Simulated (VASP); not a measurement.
Here is a VASP 6.6.1 calculation.

File INCAR:

```
PREC = Accurate ; ENCUT = 600
EDIFF = 1E-7 ; ISMEAR = -1
SIGMA = 0.02 ; LREAL = F
LASPH = T ; NELM = 80
ALGO = Normal ; ISIF = 3
LWAVE = F ; LCHARG = F
GGA = PE ; IBRION = 2
NSW = 80 ; EDIFFG = -0.005
```

File KPOINTS:

```
Automatic mesh
0
Gamma
  6 6 6
```

POSCAR

```
KZnF3
1.0
    4.0500000000      0.0000000000      0.0000000000
    0.0000000000      4.0500000000      0.0000000000
    0.0000000000      0.0000000000      4.0500000000
K Zn F
1 1 3
Direct
    0.0000000000      0.0000000000      0.0000000000
    0.5000000000      0.5000000000      0.5000000000
    0.5000000000      0.5000000000      0.0000000000
    0.0000000000      0.5000000000      0.5000000000
    0.5000000000      0.0000000000      0.5000000000
```

Potentials or basis: VASP PAW PBE potentials, release 64 (K_sv, Zn, F).

Command:

```sh
$ cat potpaw_PBE.64/K_sv/POTCAR potpaw_PBE.64/Zn/POTCAR potpaw_PBE.64/F/POTCAR > POTCAR
$ mpirun -np 1 vasp_std > vasp.out
```

**Question.** Predict the band gap on the k mesh.

**Answer.** 3.64 eV, indirect (least direct gap 5.16 eV).

**Question.** Estimate the relaxed volume.

**Answer.** 14.11 Å³/atom.

**Question.** Estimate the space group after relaxing (to 0.05 Å).

**Answer.** Pm-3m (No. 221).

Final structure:
```xyz
5
Lattice="4.1316 0.0000 0.0000 0.0000 4.1316 0.0000 0.0000 0.0000 4.1316" Properties=species:S:1:pos:R:3 pbc="T T T"
K     0.0000    0.0000    0.0000
Zn    2.0658    2.0658    2.0658
F     2.0658    2.0658    0.0000
F     0.0000    2.0658    2.0658
F     2.0658    0.0000    2.0658
```

A k mesh can miss the band edges. PBE usually gives volumes a little too large and moduli too small.
